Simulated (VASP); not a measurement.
Runs of VASP 6.6.1 on Rh. The structure is that of space group R-3m (No. 166), or close to it. The cells are those of the table. 

```tsv
cell	further INCAR settings	gap on the mesh (eV)	pressure (GPa)
a = 2.563 Å, angles 67.3°, 1 atom	ALGO = Fast; EDIFF = 1e-07; NBANDS = 14	none	(b)
a = 3.089 Å, angles 45.7°, 1 atom	ALGO = Fast; EDIFF = 1e-06; NBANDS = 14	none	(a)
a = 2.878 Å, angles 52.2°, 1 atom	ALGO = Fast; EDIFF = 1e-07; NBANDS = 14	none	8.1
a = 3.387 Å, angles 38.9°, 1 atom	ALGO = Fast; EDIFF = 1e-07; NBANDS = 14	none	106.8
a = 3.697 Å, angles 33.6°, 1 atom	ALGO = Fast; EDIFF = 1e-06; NBANDS = 14	none	193.0
```

Alike in all rows: task single point; level PBEsol; potentials or basis VASP PAW PBE potentials, release 64 (Rh_pv); no spin polarisation; k mesh 24 × 24 × 24; cutoff (eV) 520; smearing gaussian 0.15 eV.

Task: Estimate the missing entries.

Result: (a) 41.1; (b) 3.9.

Caveats: the cell stands under pressure; the PAW data sets were made with another functional, which shifts forces and pressure a little.

A k mesh can miss the band edges, and the runs leave out spin-orbit coupling on Rh.

A gap of «none» marks levels without a gap at the run's occupations.
